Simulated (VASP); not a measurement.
# TiB2 in VASP: notebook

TiB2 is run at these levels: PBE; tasks: single point.

Program: VASP 6.6.1. These are calculated values, not measurements. Logs are shortened: lines on timing, memory, paths and dates and some standing lists are left out, and cuts for length are marked.

### 1 The cell of the first run

Symmetry: P6/mmm, No. 191, hexagonal system. The conventional cell has a = 3.029 Å, b = 3.029 Å, c = 3.228 Å, α = 90.00°, β = 90.00°, γ = 120.00°. Within 3.1 Å of Ti (site symmetry 6/mmm) lie 12 B at 2.38 Å and 6 Ti at 3.03 Å. Within 2.3 Å of B (site symmetry -6m2) lie 3 B at 1.75 Å.

### 2 Single point, PBE

INCAR reads:

```
ALGO = Normal
EDIFF = 1E-6
ENCUT = 500
GGA = PE
GGA_COMPAT = F
ISIF = 2
ISMEAR = 0
LASPH = T
LCHARG = F
LREAL = F
LWAVE = F
NBANDS = 16
NELM = 120
PREC = Accurate
SIGMA = 0.1
```

KPOINTS reads:

```
k-points
0
Gamma
  10 10 9
```

POSCAR reads:

```
TiB2
1.0
    3.0292000000      0.0000000000      0.0000000000
   -1.5146000000      2.6233640000      0.0000000000
    0.0000000000      0.0000000000      3.2284000000
Ti B
1 2
Direct
    0.0000000000      0.0000000000      0.0000000000
    0.3333333333      0.6666666667      0.5000000000
    0.6666666667      0.3333333333      0.5000000000
```

Potentials or basis: VASP PAW PBE potentials, release 64 (Ti_sv, B).

The run is started by

```bash
> cat potpaw_PBE.64/Ti_sv/POTCAR potpaw_PBE.64/B/POTCAR > POTCAR
> mpirun -np 1 vasp_std > vasp.out
```

OUTCAR:

```text
EDIFF = 1E-6
   ENCUT = 500
   GGA = PE
   ISIF = 2
   ISMEAR = 0
   LASPH = T
   LREAL = F
   NELM = 120
   PREC = Accurate

 ion  position               nearest neighbor table
   1  0.000  0.000  0.000-   2 2.38   2 2.38   3 2.38   3 2.38   2 2.38   3 2.38   2 2.38   3 2.38
                             3 2.38   3 2.38   2 2.38   2 2.38
   2  0.333  0.667  0.500-   3 1.75   3 1.75   3 1.75   1 2.38   1 2.38   1 2.38   1 2.38   1 2.38
                             1 2.38
   3  0.667  0.333  0.500-   2 1.75   2 1.75   2 1.75   1 2.38   1 2.38   1 2.38   1 2.38   1 2.38
                             1 2.38

  LATTYP: Found a hexagonal cell.
 ALAT       =     3.0292000000
 C/A-ratio  =     1.0657599366

  Lattice vectors:

 A1 = (   3.0292000000,   0.0000000000,   0.0000000000)
 A2 = (  -1.5146000000,   2.6233640000,   0.0000000000)
 A3 = (   0.0000000000,   0.0000000000,   3.2284000000)

Analysis of symmetry for initial positions (statically):
=====================================================================
 Subroutine PRICEL returns:
 Original cell was already a primitive cell.

 Routine SETGRP: Setting up the symmetry group for a
 hexagonal supercell.

 Subroutine GETGRP returns: Found 24 space group operations
 (whereof 24 operations were pure point group operations)
 out of a pool of 24 trial point group operations.

The static configuration has the point symmetry D_6h.

Analysis of symmetry for dynamics (positions and initial velocities):
=====================================================================
 Subroutine PRICEL returns:
 Original cell was already a primitive cell.

 Routine SETGRP: Setting up the symmetry group for a
 hexagonal supercell.

 Subroutine GETGRP returns: Found 24 space group operations
 (whereof 24 operations were pure point group operations)
 out of a pool of 24 trial point group operations.

The dynamic configuration has the point symmetry D_6h.

 Subroutine INISYM returns: Found 24 space group operations
 (whereof 24 operations are pure point group operations),
 and found     1 'primitive' translations

----------------------------------------------------------------------------------------

                                     Primitive cell

  volume of cell :      25.6551

  direct lattice vectors                    reciprocal lattice vectors
     3.029200000  0.000000000  0.000000000     0.330120164  0.190594977  0.000000000
    -1.514600000  2.623364000  0.000000000     0.000000000  0.381189953  0.000000000
     0.000000000  0.000000000  3.228400000     0.000000000  0.000000000  0.309750960

  length of vectors
     3.029200000  3.029199867  3.228400000     0.381189936  0.381189953  0.309750960

  position of ions in fractional coordinates (direct lattice)
     0.000000000  0.000000000  0.000000000
     0.333333333  0.666666667  0.500000000
     0.666666667  0.333333333  0.500000000

  ion indices of the primitive-cell ions
   primitive index   ion index
                 1           1
                 2           2
                 3           3

----------------------------------------------------------------------------------------

 KPOINTS: k-points

Automatic generation of k-mesh.
 Grid dimensions read from file:
 generate k-points for:   10   10    9

 Generating k-lattice:

  Cartesian coordinates                     Fractional coordinates (reciprocal lattice)
     0.033012016  0.019059498  0.000000000     0.100000000  0.000000000  0.000000000
     0.000000000  0.038118995  0.000000000     0.000000000  0.100000000  0.000000000
     0.000000000  0.000000000  0.034416773     0.000000000  0.000000000  0.111111111

  Length of vectors
     0.038118994  0.038118995  0.034416773

  Shift w.r.t. Gamma in fractional coordinates (k-lattice)
     0.000000000  0.000000000  0.000000000

 Subroutine IBZKPT returns following result:
 ===========================================

 Found     70 irreducible k-points:

 Following reciprocal coordinates:
            Coordinates               Weight
  0.000000  0.000000  0.000000      1.000000
  0.100000 -0.000000  0.000000      6.000000
  0.200000 -0.000000  0.000000      6.000000
  0.300000 -0.000000  0.000000      6.000000
  0.400000 -0.000000  0.000000      6.000000
  0.500000  0.000000  0.000000      3.000000
[... 16 lines left out ...]
  0.300000  0.100000  0.111111     24.000000
  0.400000  0.100000  0.111111     24.000000
 [... further k-points ...]
   k-points           NKPTS =     70   k-points in BZ     NKDIM =     70   number of bands    NBANDS=     16
   number of dos      NEDOS =    301   number of ions     NIONS =      3
   total plane-waves  NPLWV =  13824
   dimension x,y,z NGX =    24 NGY =   24 NGZ =   24
   dimension x,y,z NGXF=    48 NGYF=   48 NGZF=   48
   ions per type =               1   2
   NGX,Y,Z   is equivalent  to a cutoff of  13.17, 13.17, 12.36 a.u.
   NGXF,Y,Z  is equivalent  to a cutoff of  26.34, 26.34, 24.72 a.u.
 SYSTEM =  unknown system
   PREC   = accura    normal or accurate (medium, high low for compatibility)
   ISTART =      0    job   : 0-new  1-cont  2-samecut
   ICHARG =      2    charge: 1-file 2-atom 10-const
   ISPIN  =      1    spin polarized calculation?
   LNONCOLLINEAR =      F non collinear calculations
   LSORBIT =      F    spin-orbit coupling
   LASPH  =      T    aspherical Exc in radial PAW
   ENCUT  =  500.0 eV  36.75 Ry    6.06 a.u.   5.52  5.52  5.89*2*pi/ulx,y,z
   NELM   =    120;   NELMIN=  2; NELMDL= -5     # of ELM steps
   EDIFF  = 0.1E-05   stopping-criterion for ELM
   LREAL  =      F    real-space projection
   EDIFFG = 0.1E-04   stopping-criterion for IOM
   NSW    =      0    number of steps for IOM
   IBRION =     -1    ionic relax: 0-MD 1-quasi-New 2-CG
   NFREE  =      0    steps in history (QN), initial steepest desc. (CG)
   ISIF   =      2    stress and relaxation
   ISYM   =      2    0-nonsym 1-usesym 2-fastsym
   POTIM  = 0.5000    time-step for ionic-motion
   TEBEG  =    0.0;   TEEND  =   0.0 temperature during run
   PSTRESS=    0.0 pullay stress
   NELECT =      18.0000    total number of electrons
   NUPDOWN=      -1.0000    fix difference up-down
   EMIN   =  10.00;   EMAX   =-10.00  energy-range for DOS
   EFERMI =   0.00;   METHOD = LEGACY
   ISMEAR =     0;   SIGMA  =   0.10  broadening in eV -4-tet -1-fermi 0-gaus
   EFERMI_NEDOS =   21; number of points for ismear=-14 and -15
   IALGO  =     38    algorithm
   IMIX   =      4    mixing-type and parameters
     AMIX     =   0.40;   BMIX     =  1.00
     AMIX_MAG =   1.60;   BMIX_MAG =  1.00
  volume/ion in A,a.u.               =       8.55        57.71
  Fermi-wavevector in a.u.,A,eV,Ry     =   1.454703  2.748990 28.792123  2.116161
  Thomas-Fermi vector in A             =   2.571823
   LORBIT       =      0    0 simple, 1 ext, 2 COOP (PROOUT), +10 PAW based schemes
   GGA     = PE    functional components
   LHFCALC =     F    Hartree Fock is set to
   AEXX    =    0.0000 exact exchange contribution
   IVDW    =     0    specifies the selected vdW correction
   LEPSILON=     F    determine dielectric tensor
   LRPA    =     F    only Hartree local field effects (RPA)
 non-spin polarized calculation
 Gauss-broadening in eV      SIGMA  =   0.10
  energy-cutoff  :      500.00
  volume of cell :       25.66
 maximum number of plane-waves:       678
 NGX is ok and might be reduce to    24
   NGX = 11   NGY = 11   NGZ = 11

 number of electron      18.0000002 magnetization

 Free energy of the ion-electron system (eV)
  ---------------------------------------------------
  ext. energy  EPLUGINS =         0.00000000
  ---------------------------------------------------
  free energy    TOTEN  =       -24.42656838 eV

  energy without entropy =      -24.42363400  energy(sigma->0) =      -24.42510119

 E-fermi :   9.9300     XC(G=0): -12.7685

 val. band max:        9.8633578101   @ k =   0.0000   0.0000   0.4444
 cond. band min:       9.9407317768   @ k =   0.3000   0.2000   0.0000
 fundamental gap:      0.0773739667
 Fermi energy:         9.9300051766

 k-point     1 :       0.0000    0.0000    0.0000
  band No.  band energies     occupation
      1     -46.9608      2.00000
      2     -23.3059      2.00000
      3     -23.0005      2.00000
      4     -23.0005      2.00000
      5      -3.5071      2.00000
      6       7.3977      2.00000
[... 8 lines left out ...]
     15      15.7703      0.00000
     16      16.9204      0.00000

 k-point     2 :       0.1000   -0.0000    0.0000
  band No.  band energies     occupation
      1     -46.9556      2.00000
      2     -23.2993      2.00000
      3     -23.0402      2.00000
      4     -23.0095      2.00000
      5      -3.3150      2.00000
      6       6.8532      2.00000
[... 8 lines left out ...]
     15      16.8537      0.00000
     16      17.5354      0.00000

 k-point     3 :       0.2000   -0.0000    0.0000
  band No.  band energies     occupation
      1     -46.9420      2.00000
      2     -23.2821      2.00000
      3     -23.1428      2.00000
      4     -23.0329      2.00000
      5      -2.7542      2.00000
      6       5.5326      2.00000
[... 8 lines left out ...]
     15      17.8413      0.00000
     16      18.9614      0.00000

 k-point     4 :       0.3000   -0.0000    0.0000
  band No.  band energies     occupation
      1     -46.9252      2.00000
      2     -23.2675      2.00000
      3     -23.2607      2.00000
      4     -23.0618      2.00000
      5      -1.8645      2.00000
      6       3.9137      2.00000
[... 8 lines left out ...]
     15      17.2970      0.00000
     16      19.0647      0.00000
[... 324 lines left out ...]
 k-point    22 :       0.2000    0.1000    0.1111
  band No.  band energies     occupation
      1     -46.9294      2.00000
      2     -23.2903      2.00000
      3     -23.2117      2.00000
      4     -23.0596      2.00000
      5      -2.0876      2.00000
      6       4.7495      2.00000
[... 8 lines left out ...]
     15      17.9885      0.00000
     16      19.3506      0.00000

 k-point    23 :       0.3000    0.1000    0.1111
  band No.  band energies     occupation
      1     -46.9142      2.00000
      2     -23.3162      2.00000
      3     -23.2696      2.00000
      4     -23.0927      2.00000
      5      -1.0885      2.00000
      6       3.1683      2.00000
[... 8 lines left out ...]
     15      18.2303      0.00000
     16      19.5783      0.00000

 k-point    24 :       0.4000    0.1000    0.1111
  band No.  band energies     occupation
      1     -46.9047      2.00000
      2     -23.3794      2.00000
      3     -23.2573      2.00000
      4     -23.1132      2.00000
      5       0.1546      2.00000
      6       1.6022      2.00000
[... 8 lines left out ...]
     15      18.5725      0.00000
     16      19.3170      0.00000

 [... further k-points ...]
[... 5 lines left out ...]
  --------------------------------------------------------------------------------------
  -------------------------------------------------------------------------------------
  Total        0.1082221      0.1082221      0.0291176      0.0000000     -0.0000000     -0.0000000
  in kB        6.7585350      6.7585342      1.8184137      0.0000000     -0.0000000     -0.0000000
  external PRESSURE =       5.1118277 kB  Pullay stress =       0.0000000 kB

 VOLUME and BASIS-vectors are now :
 -----------------------------------------------------------------------------
  energy-cutoff  :      500.00
  volume of cell :       25.66
      direct lattice vectors                 reciprocal lattice vectors
     3.029200000  0.000000000  0.000000000     0.330120164  0.190594977  0.000000000
    -1.514600000  2.623364000  0.000000000     0.000000000  0.381189953  0.000000000
     0.000000000  0.000000000  3.228400000     0.000000000  0.000000000  0.309750960

 POSITION                                       TOTAL-FORCE (eV/Angst)
 -----------------------------------------------------------------------------------
      0.00000      0.00000      0.00000        -0.000000      0.000000      0.000000
     -0.00000      1.74891      1.61420         0.000000     -0.000000     -0.000000
      1.51460      0.87445      1.61420         0.000000      0.000000      0.000000
 -----------------------------------------------------------------------------------
    total drift:                               -0.000000      0.000000      0.000000

  FREE ENERGIE OF THE ION-ELECTRON SYSTEM (eV)
  ---------------------------------------------------
  free  energy   TOTEN  =       -24.4265683818 eV

  energy  without entropy=      -24.4236339962  energy(sigma->0) =      -24.42510119
```

Wall time 28 s (1 thread of Intel Xeon 8259CL, shared host); peak memory 0.15 GiB.

Results:

```yaml
Free_energy: -24.4266 eV
Pressure: 0.5 GPa
Band_gap_on_the_k_mesh: zero (band 9 reaches 10.19 eV, above the bottom of band 10 at 9.83 eV)
```

Levels at points of the mesh, in eV from the Fermi level:
```
           k point  band 6  band 7  band 8  band 9  band 10  band 11  band 12  band 13
(0.00, 0.00, 0.00)   -2.53   -2.53   -2.26   -2.04     1.96     1.96     3.72     3.72
(0.50, 0.00, 0.00)   -9.17   -3.20   -3.15   -2.19     1.40     2.80     3.28     3.43
```

### 3 Single point, PBE

INCAR reads:

```
SYSTEM = TiB2
ALGO = Normal
EDIFF = 1E-6
ENCUT = 500
GGA = PE
GGA_COMPAT = .False.
ISIF = 2
ISMEAR = 0
LASPH = .True.
LCHARG = .False.
LREAL = .False.
LWAVE = .False.
NBANDS = 16
NELM = 120
PREC = Accurate
SIGMA = 0.1
```

KPOINTS reads:

```
k-points
0
Gamma
  10 10 9
  0 0 0
```

POSCAR: that of step 2 with these lines changed.

```diff
@@ -8,3 +8,3 @@
 Direct
-    0.0000000000      0.0000000000      0.0000000000
+   -0.0066024033      0.0000000000      0.0000000000
     0.3333333333      0.6666666667      0.5000000000
```

Potentials or basis: VASP PAW PBE potentials, release 64 (Ti_sv, B).

The run is started by

```bash
> cat potpaw_PBE.64/Ti_sv/POTCAR potpaw_PBE.64/B/POTCAR > POTCAR
> mpirun -np 1 vasp_std > vasp.out
```

Run time: 58 s. Hardware: 1 thread of Intel Xeon 8259CL, shared host; peak memory 0.18 GiB.

It converged, with:

| Item | Value |
| --- | --- |
| Free energy | -24.4237 eV |
| Pressure | 0.5 GPa |
| Largest force | 0.285 eV/Å |
| Band gap on the k mesh | zero (band 9 reaches 10.19 eV, above the bottom of band 10 at 9.83 eV) |

Forces in eV/Å, atoms in the order of the input:
```
Ti   0.285  0.000  0.000
B   -0.143 -0.002  0.000
B   -0.143  0.002  0.000
```

Stress tensor (GPa, compression positive):
```
0.71 0.00 0.00
0.00 0.68 0.00
0.00 0.00 0.25
```

Levels at points of the mesh, in eV from the Fermi level:
```csv
k point,band 6,band 7,band 8,band 9,band 10,band 11,band 12,band 13
"(0.00, 0.00, 0.00)",-2.53,-2.53,-2.26,-2.05,1.96,1.96,3.71,3.71
"(0.50, 0.00, 0.00)",-9.17,-3.20,-3.15,-2.19,1.40,2.80,3.28,3.43
"(0.00, 0.50, 0.00)",-9.17,-3.21,-3.16,-2.18,1.40,2.80,3.28,3.44
```

### 4 Single point, PBE

INCAR reads:

```
PREC = Accurate
ENCUT = 500
EDIFF = 1E-6
ISMEAR = 0
SIGMA = 0.1
LREAL = False
LASPH = True
NELM = 120
ALGO = Normal
ISIF = 2
LWAVE = False
LCHARG = True
GGA = PE
LELF = True
LVHAR = True
NBANDS = 16
GGA_COMPAT = False
```

KPOINTS reads:

```
Automatic mesh
0
Gamma
  10 10 9
```

POSCAR: that of step 3 with these lines changed.

```diff
@@ -8,3 +8,3 @@
 Direct
-   -0.0066024033      0.0000000000      0.0000000000
+   -0.0033012016      0.0000000000      0.0000000000
     0.3333333333      0.6666666667      0.5000000000
```

The run is started by

```bash
> cat potpaw_PBE.64/Ti_sv/POTCAR potpaw_PBE.64/B/POTCAR > POTCAR
> mpirun -np 1 vasp_std > vasp.out
```

Run time: 66 s. Hardware: 1 thread of Intel Xeon 8259CL, shared host; peak memory 0.18 GiB.

The run converged. Its results:

```yaml
Free_energy: -24.4259 eV
Pressure: 0.5 GPa
Largest_force: 0.143 eV/Å
Band_gap_on_the_k_mesh: zero (band 9 reaches 10.19 eV, above the bottom of band 10 at 9.83 eV)
```

Forces in eV/Å, atoms in the order of the input:
```
Ti   0.143  0.000  0.000
B   -0.071  0.000  0.000
B   -0.071  0.000  0.000
```

Stress tensor (GPa, compression positive):
```
0.68 0.00 0.00
0.00 0.68 0.00
0.00 0.00 0.20
```

Levels at points of the mesh, in eV from the Fermi level:
```tsv
k point	band 6	band 7	band 8	band 9	band 10	band 11	band 12	band 13
(0.00, 0.00, 0.00)	-2.53	-2.53	-2.26	-2.04	1.96	1.96	3.71	3.72
(0.50, 0.00, 0.00)	-9.17	-3.20	-3.15	-2.19	1.40	2.80	3.28	3.43
(0.00, 0.50, 0.00)	-9.17	-3.20	-3.15	-2.19	1.40	2.80	3.28	3.43
```

### 5 Single point, PBE

INCAR reads:

```
  PREC = Accurate
  ENCUT = 500
  EDIFF = 1E-6
  ISMEAR = 0
  SIGMA = 0.1
  LREAL = False
  LASPH = True
  NELM = 120
  ALGO = Normal
  ISIF = 2
  LWAVE = False
  LCHARG = False
  GGA = PE
  NBANDS = 16
  GGA_COMPAT = False
```

KPOINTS is that of step 4.

POSCAR: that of step 4 with these lines changed.

```diff
@@ -8,3 +8,3 @@
 Direct
-   -0.0033012016      0.0000000000      0.0000000000
+    0.0033012016      0.0000000000      0.0000000000
     0.3333333333      0.6666666667      0.5000000000
```

The run is started by

```bash
> cat potpaw_PBE.64/Ti_sv/POTCAR potpaw_PBE.64/B/POTCAR > POTCAR
> mpirun -np 1 vasp_std > vasp.out
```

It took 66 s on 1 thread of Intel Xeon 8259CL, shared host; peak memory 0.18 GiB.

Results (log left out):

| Item | Value |
| --- | --- |
| Free energy | -24.4259 eV |
| Pressure | 0.5 GPa |
| Largest force | 0.143 eV/Å |
| Band gap on the k mesh | zero (band 9 reaches 10.19 eV, above the bottom of band 10 at 9.83 eV) |

Forces in eV/Å, atoms in the order of the input:
```
Ti  -0.143  0.000  0.000
B    0.071  0.000  0.000
B    0.071  0.000  0.000
```

Stress tensor (GPa, compression positive):
```
0.68 0.00 0.00
0.00 0.68 0.00
0.00 0.00 0.20
```

Levels at points of the mesh, in eV from the Fermi level:
| k point | band 5 | band 6 | band 7 | band 8 | band 9 | band 10 | band 11 | band 12 | band 13 | band 14 |
| --- | --- | --- | --- | --- | --- | --- | --- | --- | --- | --- |
| (0.00, 0.00, 0.00) | -13.44 | -2.53 | -2.53 | -2.26 | -2.04 | 1.96 | 1.96 | 3.71 | 3.72 | 5.84 |
| (0.50, 0.00, 0.00) | -9.30 | -9.17 | -3.20 | -3.15 | -2.19 | 1.40 | 2.80 | 3.28 | 3.43 | 7.51 |
| (0.00, 0.50, 0.00) | -9.30 | -9.17 | -3.20 | -3.15 | -2.19 | 1.40 | 2.80 | 3.28 | 3.43 | 7.51 |

### 6 Single point, PBE

INCAR reads:

```
SYSTEM = TiB2
PREC = Accurate
ENCUT = 500
EDIFF = 1E-6
ISMEAR = 0
SIGMA = 0.1
LREAL = .False.
LASPH = .True.
NELM = 120
ALGO = Normal
ISIF = 2
LWAVE = .False.
LCHARG = .False.
GGA = PE
NBANDS = 16
GGA_COMPAT = .False.
```

KPOINTS reads:

```
regular mesh
0
Gamma
  10 10 9
  0 0 0
```

POSCAR: that of step 5 with these lines changed.

```diff
@@ -8,3 +8,3 @@
 Direct
-    0.0033012016      0.0000000000      0.0000000000
+    0.0066024033      0.0000000000      0.0000000000
     0.3333333333      0.6666666667      0.5000000000
```

Potentials or basis: VASP PAW PBE potentials, release 64 (Ti_sv, B).

The run is started by

```bash
> cat potpaw_PBE.64/Ti_sv/POTCAR potpaw_PBE.64/B/POTCAR > POTCAR
> mpirun -np 1 vasp_std > vasp.out
```

It took 70 s on 1 thread of Intel Xeon 8259CL, shared host; peak memory 0.18 GiB.

Results (log left out):

```yaml
Free_energy: -24.4237 eV
Pressure: 0.5 GPa
Largest_force: 0.285 eV/Å
Band_gap_on_the_k_mesh: zero (band 9 reaches 10.19 eV, above the bottom of band 10 at 9.83 eV)
```

Forces in eV/Å, atoms in the order of the input:
```
Ti  -0.285  0.000  0.000
B    0.143 -0.002  0.000
B    0.143  0.002  0.000
```

Stress tensor (GPa, compression positive):
```
0.71 0.00 0.00
0.00 0.68 0.00
0.00 0.00 0.25
```

Levels at points of the mesh, in eV from the Fermi level:
| k point | band 5 | band 6 | band 7 | band 8 | band 9 | band 10 | band 11 | band 12 | band 13 | band 14 |
| --- | --- | --- | --- | --- | --- | --- | --- | --- | --- | --- |
| (0.00, 0.00, 0.00) | -13.44 | -2.53 | -2.53 | -2.26 | -2.05 | 1.96 | 1.96 | 3.71 | 3.71 | 5.84 |
| (0.50, 0.00, 0.00) | -9.30 | -9.17 | -3.20 | -3.15 | -2.19 | 1.40 | 2.80 | 3.28 | 3.43 | 7.51 |
| (0.00, 0.50, 0.00) | -9.30 | -9.17 | -3.21 | -3.16 | -2.18 | 1.40 | 2.80 | 3.28 | 3.44 | 7.51 |
